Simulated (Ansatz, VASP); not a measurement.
**AlN in VASP and in Ansatz**

```xyz
4
Lattice="3.1066 0.0000 0.0000 -1.5533 2.6904 0.0000 0.0000 0.0000 4.9781" Properties=species:S:1:pos:R:3 pbc="T T T"
Al    0.0000    1.7936   -0.0041
Al    1.5533    0.8968    2.4850
N     0.0000    1.7936    1.8958
N     1.5533    0.8968    4.3848
```

Alike in both runs: functional r2SCAN; k mesh 12 × 12 × 6; occupations fermi-dirac, width 0.02 eV; no spin polarisation.

Ansatz relaxed the structure, and its values are those at the end. VASP's run is a single point on that final structure, the one shown.

```csv
,VASP,Ansatz
version,VASP 6.6.1,Ansatz 0.2.0
potentials or method,"VASP PAW PBE potentials, release 64 (Al, N), cutoff 660 eV",PAW plane waves
valence electrons in the cell,16,16
```

|  | VASP | Ansatz | Ansatz less VASP |
| --- | --- | --- | --- |
| gap on the k mesh at the Fermi level (eV) | 4.92 | 4.87 | -0.048 |
| pressure (GPa) | -0.3 | 0.0 | +0.32 |

VASP's potentials were made for PBE, not for r2SCAN.
